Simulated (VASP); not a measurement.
Crystal: CaVO3.

```
Ca V O
1.0
     3.83041    0.00000    0.00000
     0.00000    3.83041    0.00000
     0.00000    0.00000    3.83041
Ca V O
1 1 3
Direct
  0.00000 0.00000 0.00000
  0.50000 0.50000 0.50000
  0.50000 0.50000 0.00000
  0.00000 0.50000 0.50000
  0.50000 0.00000 0.50000
```

Base run:

* Program: VASP 6.6.1
* Functional: LDA
* Potentials or basis: VASP PAW LDA potentials, release 64 (Ca_sv, V_sv, O)
* Cutoff: 600 eV
* k mesh: 6 × 6 × 6
* Occupations: gaussian, width 0.1 eV
* Spin: collinear spin, ferromagnetic start
* Starting moments: [0.0, 1.0, 0.0, 0.0, 0.0] μB
* Hubbard terms: V d U = 6.0 eV

Its results: band gap on the k mesh zero (filled and empty bands overlap); pressure -8.0 GPa; net moment 1.00 μB per cell; site moments Ca +0.00; V +1.17; O -0.07 μB.

Q: The run is repeated on the same cell with these changes: hubbard terms from V d U = 6.0 eV to V d U = 4.0 eV. What comes out?

A: Band gap on the k mesh zero (filled and empty bands overlap); pressure -10.3 GPa; net moment 1.00 μB per cell; site moments Ca +0.00; V +1.08; O -0.05 μB.

Caveats: the cell stands under tension.
